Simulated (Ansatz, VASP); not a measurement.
## CsPbBr3 in VASP and in Ansatz

Contents of INCAR:

```
SYSTEM = CsPbBr3
  PREC = Accurate
  ENCUT = 520
  EDIFF = 1E-6
  ISMEAR = -1
  SIGMA = 0.05
  LREAL = .False.
  LASPH = .True.
  NELM = 100
  ALGO = Normal
  ISIF = 2
  LWAVE = .False.
  LCHARG = .False.
  GGA = PS
  NBANDS = 30
```

Contents of KPOINTS:

```
regular mesh
0
Gamma
  5 5 5
  0 0 0
```

Contents of POSCAR:

```
CsPbBr3
1.0
    5.7906659505      0.0000000000      0.0000000000
    0.0000000000      5.7906659505      0.0000000000
    0.0000000000      0.0000000000      5.7906659505
Pb Cs Br
1 1 3
Direct
    0.5000000000      0.5000000000      0.5000000000
    0.0000000000      0.0000000000      0.0000000000
    0.5000000000      0.5000000000      0.0000000000
    0.5000000000      0.0000000000      0.5000000000
    0.0000000000      0.5000000000      0.5000000000
```

File input.yaml:

```yaml
crystal:
  lattice:
    - [5.7906659505, 0.0, 0.0]
    - [0.0, 5.7906659505, 0.0]
    - [0.0, 0.0, 5.7906659505]
  atoms:
    - { symbol: Pb, position: [0.5, 0.5, 0.5] }
    - { symbol: Cs, position: [0.0, 0.0, 0.0] }
    - { symbol: Br, position: [0.5, 0.5, 0.0] }
    - { symbol: Br, position: [0.5, 0.0, 0.5] }
    - { symbol: Br, position: [0.0, 0.5, 0.5] }
kpoints:
  mp_grid: { grid: [5, 5, 5] }
scf:
  occupations: { method: fermi_dirac, width: 0.05 }
hamiltonian:
  xc: pbesol
  pseudopotentials: { kind: all_electron, lapw: { basis_error: 0.001 } }
output:
  forces: true
  stress: true
  eigenvalues: true
```

Change from the starting cell: volume scaled by 0.96.

Alike in both runs: task single point; functional PBEsol; k mesh 5 × 5 × 5; occupations fermi-dirac, width 0.05 eV; no spin polarisation.

```csv
,VASP,Ansatz
version,VASP 6.6.1,Ansatz 0.2.0
potentials or method,"VASP PAW PBE potentials, release 64 (Pb_d, Cs_sv, Br), cutoff 520 eV","all-electron LAPW, scalar-relativistic"
```

```tsv
	VASP	Ansatz	Ansatz less VASP
gap on the k mesh at the Fermi level (eV)	2.51	2.50	-0.003
least direct gap on the mesh (eV)	2.51	2.50	-0.003
pressure (GPa)	0.9	0.9	+0.01
```

VASP's potentials were made for PBE, not for PBEsol. Ansatz ran all-electron here, and VASP with PAW potentials.

Spin-orbit coupling is off throughout.
